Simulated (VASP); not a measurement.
**Au: single point with PBE**

The system is Au.

```
Au
1.0
     2.74841    0.00000    0.00000
     0.00000    2.74841    0.00000
     0.00000    0.00000    2.74841
Au
1
Direct
  0.50000 0.50000 0.50000
```

- Program: VASP 6.6.1
- Task: single point
- Functional: PBE
- Potentials or basis: VASP PAW PBE potentials, release 64 (Au)
- Cutoff: 500 eV
- k mesh: 10 × 10 × 10
- Occupations: gaussian, width 0.02 eV
- Spin: no spin polarisation

```yaml
Pressure: 0.1 GPa
```

Levels at points of the mesh, in eV from the Fermi level:
| k point | band 2 | band 3 | band 4 | band 5 | band 6 | band 7 | band 8 | band 9 |
| --- | --- | --- | --- | --- | --- | --- | --- | --- |
| (0.00, 0.00, 0.00) | -5.65 | -5.65 | -1.49 | -1.49 | -1.49 | 13.79 | 13.79 | 13.79 |
| (0.50, 0.00, 0.00) | -5.25 | -2.91 | -2.91 | -1.35 | -0.47 | 1.99 | 16.28 | 18.37 |
| (0.50, 0.50, 0.00) | -4.91 | -2.66 | -2.66 | -0.35 | 3.79 | 3.79 | 6.32 | 11.40 |
| (0.50, 0.50, 0.50) | -4.92 | -4.92 | -0.26 | -0.26 | 8.36 | 8.36 | 8.36 | 10.12 |

It took 7.9 s on 1 thread of Intel Xeon 6975P-C, on a shared host, peak memory 0.13 GiB.

Caveat: spin-orbit coupling is left out, which moves the levels of the heavy elements.
